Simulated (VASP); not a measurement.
# ZnSe (F-43m) in VASP: further runs

The runs below take ZnSe through single point, with r2SCAN+D3(BJ), r2SCAN.

All numbers are computed with VASP 6.6.1; they aren't measurements. Logs are shortened: lines on timing, memory, paths and dates and some standing lists are left out, and cuts for length are marked.

**1. The cell of the first run**

The structure is cubic, space group F-43m (No. 216). Conventional cell: a = 5.605 Å, b = 5.605 Å, c = 5.605 Å, α = 90.00°, β = 90.00°, γ = 90.00°. Within 3.2 Å of Zn (site symmetry -43m) lie 4 Se at 2.43 Å. Se (site symmetry -43m) has 4 Zn at 2.43 Å within 3.2 Å.

**2. Single point, r2SCAN+D3(BJ) (volume scaled by 0.98)**

File POSCAR:

```
ZnSe
1.0
    0.0000000000      2.8024704863      2.8024704863
    2.8024704863      0.0000000000      2.8024704863
    2.8024704863      2.8024704863      0.0000000000
Zn Se
1 1
Direct
    0.0000000000      0.0000000000      0.0000000000
    0.7500000000      0.7500000000      0.7500000000
```

File INCAR.step1:

```
PREC     = Accurate       # precision mode
ENCUT    = 520            # plane-wave cutoff, eV
ISMEAR   = 0              # smearing method
SIGMA    = 0.05           # smearing width, eV
LREAL    = F              # projectors in reciprocal space
LASPH    = T              # aspherical terms in the spheres
NELM     = 100            # most SCF steps
NBANDS   = 16             # bands
GGA      = PE             # functional
ALGO     = Normal         # electronic algorithm
EDIFF    = 1E-4           # SCF threshold, eV
LWAVE    = T              # write WAVECAR
LCHARG   = F              # write CHGCAR
```

File INCAR.step2:

```
PREC     = Accurate       # precision mode
ENCUT    = 520            # plane-wave cutoff, eV
EDIFF    = 1E-6           # SCF threshold, eV
ISMEAR   = 0              # smearing method
SIGMA    = 0.05           # smearing width, eV
LREAL    = F              # projectors in reciprocal space
LASPH    = T              # aspherical terms in the spheres
NELM     = 100            # most SCF steps
ALGO     = Normal         # electronic algorithm
ISIF     = 2              # what is computed and relaxed
LWAVE    = F              # write WAVECAR
LCHARG   = F              # write CHGCAR
METAGGA  = R2SCAN         # meta-GGA
LMIXTAU  = T            
IVDW     = 12             # dispersion correction
VDW_S6   = 1.0          
VDW_S8   = 0.78981345   
VDW_A1   = 0.49484001   
VDW_A2   = 5.73083694   
NBANDS   = 16             # bands
ISTART   = 1
```

File KPOINTS:

```
Automatic mesh
0
Gamma
  8 8 8
```

Potentials or basis: VASP PAW PBE potentials, release 64 (Zn, Se).

Launch:

```console
> cat potpaw_PBE.64/Zn/POTCAR potpaw_PBE.64/Se/POTCAR > POTCAR
> cp INCAR.step1 INCAR
> mpirun -np 1 vasp_std > vasp.out
> cp INCAR.step2 INCAR
> mpirun -np 1 vasp_std > vasp.out
```

OUTCAR:

```text
PREC = Accurate
   ENCUT = 520
   EDIFF = 1E-6
   ISMEAR = 0
   LREAL = F
   LASPH = T
   NELM = 100
   ISIF = 2
   METAGGA = R2SCAN
   IVDW = 12
   ISTART = 1
 IVDW          = 12

 ion  position               nearest neighbor table
   1  0.000  0.000  0.000-   2 2.43   2 2.43   2 2.43   2 2.43
   2  0.750  0.750  0.750-   1 2.43   1 2.43   1 2.43   1 2.43

  LATTYP: Found a face centered cubic cell.
 ALAT       =     5.6049409726

  Lattice vectors:

 A1 = (   0.0000000000,   2.8024704863,   2.8024704863)
 A2 = (   2.8024704863,   0.0000000000,   2.8024704863)
 A3 = (   2.8024704863,   2.8024704863,   0.0000000000)

Analysis of symmetry for initial positions (statically):
=====================================================================
 Subroutine PRICEL returns:
 Original cell was already a primitive cell.

 Routine SETGRP: Setting up the symmetry group for a
 face centered cubic supercell.

 Subroutine GETGRP returns: Found 24 space group operations
 (whereof 24 operations were pure point group operations)
 out of a pool of 48 trial point group operations.

The static configuration has the point symmetry T_d .

Analysis of symmetry for dynamics (positions and initial velocities):
=====================================================================
 Subroutine PRICEL returns:
 Original cell was already a primitive cell.

 Routine SETGRP: Setting up the symmetry group for a
 face centered cubic supercell.

 Subroutine GETGRP returns: Found 24 space group operations
 (whereof 24 operations were pure point group operations)
 out of a pool of 48 trial point group operations.

The dynamic configuration has the point symmetry T_d .

 Subroutine INISYM returns: Found 24 space group operations
 (whereof 24 operations are pure point group operations),
 and found     1 'primitive' translations

----------------------------------------------------------------------------------------

                                     Primitive cell

  volume of cell :      44.0203

  direct lattice vectors                    reciprocal lattice vectors
     0.000000000  2.802470486  2.802470486    -0.178414011  0.178414011  0.178414011
     2.802470486  0.000000000  2.802470486     0.178414011 -0.178414011  0.178414011
[... 81 lines left out ...]
   LSORBIT =      F    spin-orbit coupling
   LASPH  =      T    aspherical Exc in radial PAW
   ENCUT  =  520.0 eV  38.22 Ry    6.18 a.u.   7.37  7.37  7.37*2*pi/ulx,y,z
   NELM   =    100;   NELMIN=  2; NELMDL=  0     # of ELM steps
   EDIFF  = 0.1E-05   stopping-criterion for ELM
   LREAL  =      F    real-space projection
   EDIFFG = 0.1E-04   stopping-criterion for IOM
   NSW    =      0    number of steps for IOM
   IBRION =     -1    ionic relax: 0-MD 1-quasi-New 2-CG
   NFREE  =      0    steps in history (QN), initial steepest desc. (CG)
   ISIF   =      2    stress and relaxation
   ISYM   =      2    0-nonsym 1-usesym 2-fastsym
   POTIM  = 0.5000    time-step for ionic-motion
   TEBEG  =    0.0;   TEEND  =   0.0 temperature during run
   PSTRESS=    0.0 pullay stress
   NELECT =      18.0000    total number of electrons
   NUPDOWN=      -1.0000    fix difference up-down
   EMIN   =  10.00;   EMAX   =-10.00  energy-range for DOS
   EFERMI =   0.00;   METHOD = LEGACY
   ISMEAR =     0;   SIGMA  =   0.05  broadening in eV -4-tet -1-fermi 0-gaus
   EFERMI_NEDOS =   21; number of points for ismear=-14 and -15
   IALGO  =     38    algorithm
   IMIX   =      4    mixing-type and parameters
     AMIX     =   0.40;   BMIX     =  1.00
     AMIX_MAG =   1.60;   BMIX_MAG =  1.00
  volume/ion in A,a.u.               =      22.01       148.53
  Fermi-wavevector in a.u.,A,eV,Ry     =   1.215107  2.296220 20.088807  1.476486
  Thomas-Fermi vector in A             =   2.350505
   LORBIT       =      0    0 simple, 1 ext, 2 COOP (PROOUT), +10 PAW based schemes
   METAGGA = R2SCAN    functional components
   LHFCALC =     F    Hartree Fock is set to
   AEXX    =    0.0000 exact exchange contribution
   IVDW    =    12    specifies the selected vdW correction
   LEPSILON=     F    determine dielectric tensor
   LRPA    =     F    only Hartree local field effects (RPA)
 non-spin polarized calculation
 Gauss-broadening in eV      SIGMA  =   0.05
  energy-cutoff  :      520.00
  volume of cell :       44.02
 maximum number of plane-waves:      1243
 NGX is ok and might be reduce to    30
   NGX = 15   NGY = 15   NGZ = 15

 number of electron      17.9999988 magnetization

 Free energy of the ion-electron system (eV)
  ---------------------------------------------------
  ext. energy  EPLUGINS =         0.00000000
  ---------------------------------------------------
  free energy    TOTEN  =       -24.89892006 eV

  energy without entropy =      -24.89892006  energy(sigma->0) =      -24.89892006

 E-fermi :   1.8466     XC(G=0): -10.0840

 val. band max:        1.5919753310   @ k =   0.0000   0.0000   0.0000
 cond. band min:       3.6062883074   @ k =   0.0000   0.0000   0.0000
 fundamental gap:      2.0143129763
 Fermi energy:         1.8466389135

 k-point     1 :       0.0000    0.0000    0.0000
  band No.  band energies     occupation
      1     -12.3499      2.00000
      2      -5.2281      2.00000
      3      -5.2281      2.00000
      4      -5.2281      2.00000
      5      -4.7862      2.00000
      6      -4.7862      2.00000
[... 433 lines left out ...]
      3      -5.0652      2.00000
      4      -4.8271      2.00000
      5      -4.7803      2.00000
      6      -4.5645      2.00000
[... 8 lines left out ...]
     15      15.1571      0.00000
     16      16.0852      0.00000

 [... further k-points ...]

------------------------ aborting loop because EDIFF is reached ----------------------------------------

 Edisp (eV)   -0.31589

 E8    (eV) :    -0.1020

  FORCE on cell =-STRESS in cart. coord.  units (eV):
  Direction    XX          YY          ZZ          XY          YZ          ZX
  --------------------------------------------------------------------------------------
  -------------------------------------------------------------------------------------
  Total       0.34024     0.34024     0.34024    -0.00000     0.00000    -0.00000
  in kB      12.38350    12.38350    12.38350    -0.00000     0.00000    -0.00000
  external pressure =       12.38 kB  Pullay stress =        0.00 kB

 VOLUME and BASIS-vectors are now :
 -----------------------------------------------------------------------------
  energy-cutoff  :      520.00
  volume of cell :       44.02
      direct lattice vectors                 reciprocal lattice vectors
     0.000000000  2.802470486  2.802470486    -0.178414011  0.178414011  0.178414011
     2.802470486  0.000000000  2.802470486     0.178414011 -0.178414011  0.178414011
     2.802470486  2.802470486  0.000000000     0.178414011  0.178414011 -0.178414011

 POSITION                                       TOTAL-FORCE (eV/Angst)
 -----------------------------------------------------------------------------------
      0.00000      0.00000      0.00000        -0.000000     -0.000000     -0.000000
      4.20371      4.20371      4.20371         0.000000      0.000000      0.000000
 -----------------------------------------------------------------------------------
    total drift:                               -0.000029     -0.000029     -0.000029

  FREE ENERGIE OF THE ION-ELECTRON SYSTEM (eV)
  ---------------------------------------------------
  free  energy   TOTEN  =       -25.2148128382 eV

  energy  without entropy=      -25.2148128382  energy(sigma->0) =      -25.21481284
```

Wall time 1.9 min (1 thread of Intel Xeon Platinum 8488C (Sapphire Rapids), shared host); peak memory 0.18 GiB.

What came out:

| Property | Result |
| --- | --- |
| Free energy | -25.2148 eV |
| Pressure | 1.2 GPa |
| Band gap on the k mesh | 2.01 eV, direct |
| Dispersion energy per atom | -0.158 eV |

Levels at points of the mesh, in eV from the valence-band top:
```csv
k point,band 7,band 8,band 9,band 10,band 11,band 12
"(0.00, 0.00, 0.00)",0.00,0.00,0.00,2.01,6.30,6.30
"(0.50, 0.00, 0.00)",-5.53,-0.93,-0.93,3.12,6.85,6.85
"(0.50, 0.50, 0.00)",-4.94,-2.36,-2.36,3.26,3.87,11.78
```

Caveat: three body term missing; the PAW data sets were made with another functional, which shifts forces and pressure a little.

**3. Single point, r2SCAN (volume scaled by 0.98)**

File POSCAR:

```
ZnSe
1.0
    0.0000000000      2.8136968898      2.8136968898
    2.8136968898      0.0000000000      2.8136968898
    2.8136968898      2.8136968898      0.0000000000
Zn Se
1 1
Direct
    0.0000000000      0.0000000000      0.0000000000
    0.7500000000      0.7500000000      0.7500000000
```

File INCAR.step1:

```
PREC = Accurate ; ENCUT = 520
ISMEAR = 0 ; SIGMA = 0.05
LREAL = False ; LASPH = True
NELM = 100 ; NBANDS = 16
GGA = PE ; ALGO = Normal
EDIFF = 1E-4 ; LWAVE = True
LCHARG = False
```

File INCAR.step2:

```
PREC = Accurate ; ENCUT = 520
EDIFF = 1E-6 ; ISMEAR = 0
SIGMA = 0.05 ; LREAL = False
LASPH = True ; NELM = 100
ALGO = Normal ; ISIF = 2
LWAVE = False ; LCHARG = True
METAGGA = R2SCAN ; LMIXTAU = True
LELF = True ; LVHAR = True
NBANDS = 16 ; ISTART = 1
```

KPOINTS is that of step 2.

Potentials or basis: VASP PAW PBE potentials, release 64 (Zn, Se).

Launch:

```console
> cat potpaw_PBE.64/Zn/POTCAR potpaw_PBE.64/Se/POTCAR > POTCAR
> cp INCAR.step1 INCAR
> mpirun -np 1 vasp_std > vasp.out
> cp INCAR.step2 INCAR
> mpirun -np 1 vasp_std > vasp.out
```

OUTCAR:

```text
PREC = Accurate
   ENCUT = 520
   EDIFF = 1E-6
   ISMEAR = 0
   LREAL = False
   LASPH = True
   NELM = 100
   ISIF = 2
   METAGGA = R2SCAN
   ISTART = 1

 ion  position               nearest neighbor table
   1  0.000  0.000  0.000-   2 2.44   2 2.44   2 2.44   2 2.44
   2  0.750  0.750  0.750-   1 2.44   1 2.44   1 2.44   1 2.44

  LATTYP: Found a face centered cubic cell.
 ALAT       =     5.6273937796

  Lattice vectors:

 A1 = (   0.0000000000,   2.8136968898,   2.8136968898)
 A2 = (   2.8136968898,   0.0000000000,   2.8136968898)
[... 625 lines left out ...]
      3      -5.1295      2.00000
      4      -4.8975      2.00000
      5      -4.8530      2.00000
      6      -4.6428      2.00000
[... 8 lines left out ...]
     15      15.0050      0.00000
     16      15.9157      0.00000

 [... further k-points ...]
[... 5 lines left out ...]
  --------------------------------------------------------------------------------------
  -------------------------------------------------------------------------------------
  Total        0.4155812      0.4155812      0.4155812      0.0000000      0.0000000      0.0000000
  in kB       14.9452976     14.9452976     14.9452976      0.0000000      0.0000000      0.0000000
  external PRESSURE =      14.9452976 kB  Pullay stress =       0.0000000 kB

 VOLUME and BASIS-vectors are now :
 -----------------------------------------------------------------------------
  energy-cutoff  :      520.00
  volume of cell :       44.55
      direct lattice vectors                 reciprocal lattice vectors
     0.000000000  2.813696890  2.813696890    -0.177702155  0.177702155  0.177702155
     2.813696890  0.000000000  2.813696890     0.177702155 -0.177702155  0.177702155
     2.813696890  2.813696890  0.000000000     0.177702155  0.177702155 -0.177702155

 POSITION                                       TOTAL-FORCE (eV/Angst)
 -----------------------------------------------------------------------------------
      0.00000      0.00000      0.00000         0.000000     -0.000000      0.000000
      4.22055      4.22055      4.22055        -0.000000      0.000000     -0.000000
 -----------------------------------------------------------------------------------
    total drift:                               -0.000027     -0.000027     -0.000027

  FREE ENERGIE OF THE ION-ELECTRON SYSTEM (eV)
  ---------------------------------------------------
  free  energy   TOTEN  =       -24.9051230073 eV

  energy  without entropy=      -24.9051230073  energy(sigma->0) =      -24.90512301
```

OUTCAR.step1:

```text
PREC = Accurate
   ENCUT = 520
   ISMEAR = 0
   LREAL = False
   LASPH = True
[... 678 lines left out ...]
      0.00000      0.00000      0.00000        -0.000000      0.000000      0.000000
      4.22055      4.22055      4.22055         0.000000     -0.000000     -0.000000
 -----------------------------------------------------------------------------------
    total drift:                               -0.000000     -0.000000     -0.000000

  FREE ENERGIE OF THE ION-ELECTRON SYSTEM (eV)
  ---------------------------------------------------
  free  energy   TOTEN  =        -6.0016079008 eV

  energy  without entropy=       -6.0016079008  energy(sigma->0) =       -6.00160790
```

Wall time 2.1 min (1 thread of Intel Xeon Platinum 8488C (Sapphire Rapids), shared host); peak memory 0.17 GiB.

What came out:

```yaml
Free_energy: -24.9051 eV
Pressure: 1.5 GPa
Band_gap_on_the_k_mesh: 1.96 eV, direct
```

Levels at points of the mesh, in eV from the valence-band top:
| k point | band 5 | band 6 | band 7 | band 8 | band 9 | band 10 | band 11 | band 12 | band 13 | band 14 |
| --- | --- | --- | --- | --- | --- | --- | --- | --- | --- | --- |
| (0.00, 0.00, 0.00) | -6.34 | -6.34 | 0.00 | 0.00 | 0.00 | 1.96 | 6.31 | 6.31 | 6.31 | 10.69 |
| (0.50, 0.00, 0.00) | -6.33 | -6.18 | -5.45 | -0.92 | -0.92 | 3.09 | 6.86 | 6.86 | 9.14 | 11.82 |
| (0.50, 0.50, 0.00) | -6.29 | -6.16 | -4.89 | -2.31 | -2.31 | 3.29 | 3.87 | 11.68 | 12.22 | 12.22 |

Caveat: the PAW data sets were made with another functional, which shifts forces and pressure a little.
